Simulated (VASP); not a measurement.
Runs of VASP 6.6.1 on Ag2O. The structure is that of space group Pn-3m (No. 224), or close to it. The cells are those of the table. 

| cell | gap on the mesh (eV) | pressure (GPa) |
| --- | --- | --- |
| a = 4.756 Å, 6 atoms | 0.24 | (a) |
| a = 4.850 Å, 6 atoms | 0.16 | (b) |
| a = 4.803 Å, 6 atoms | 0.20 | -2.4 |
| a = 4.708 Å, 6 atoms | 0.28 | (c) |

Alike in all rows: task single point; level r2SCAN; potentials or basis VASP PAW PBE potentials, release 64 (Ag, O); no spin polarisation; k mesh 8 × 8 × 8; cutoff (eV) 660; smearing gaussian 0.01 eV.

Task: Estimate the missing entries.

Result: (a) -0.2; (b) -4.3; (c) 2.6.

Caveats: semilocal functionals underestimate gaps, and a narrow one can read as zero; the PAW data sets were made with another functional, which shifts forces and pressure a little; the cell stands under tension (at least some runs).

A k mesh can miss the band edges, and the runs leave out spin-orbit coupling on Ag.
